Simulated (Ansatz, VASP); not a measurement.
## One calculation of ZnCd2O3, two programs

```xyz
6
Lattice="3.2586 0.0000 0.0000 -1.6293 2.8221 0.0000 0.0000 0.0000 8.0670" Properties=species:S:1:pos:R:3 pbc="T T T"
Zn    0.0000    0.0000    0.0000
Cd    0.0000    1.8814    5.4554
Cd    1.6293    0.9407    2.6116
O     1.6293    0.9407    6.9029
O     0.0000    0.0000    4.0335
O     0.0000    1.8814    1.1640
```

Alike in both runs: functional PBE; k mesh 12 × 12 × 6; occupations gaussian, width 0.1 eV; no spin polarisation.

Ansatz relaxed the structure, and its values are those at the end. VASP's run is a single point on that final structure, the one shown.

```csv
,VASP,Ansatz
version,VASP 6.6.1,Ansatz 0.2.0
potentials or method,"VASP PAW PBE potentials, release 64 (Zn, Cd, O), cutoff 520 eV","scalar-relativistic, plane waves, PAW"
valence electrons in the cell,54,70
```

```csv
,VASP,Ansatz,Ansatz less VASP
gap on the k mesh at the Fermi level (eV),none,none,-
pressure (GPa),1.2,0.0,-1.15
rms of the force components (eV/Å),0.015,0.001,-0.0143
```

A gap of «none» marks a metal or a gap that the smearing closes. VASP's potentials hold 54 valence electrons a cell and Ansatz's 70, so a difference there can come from the potentials and not from the codes.
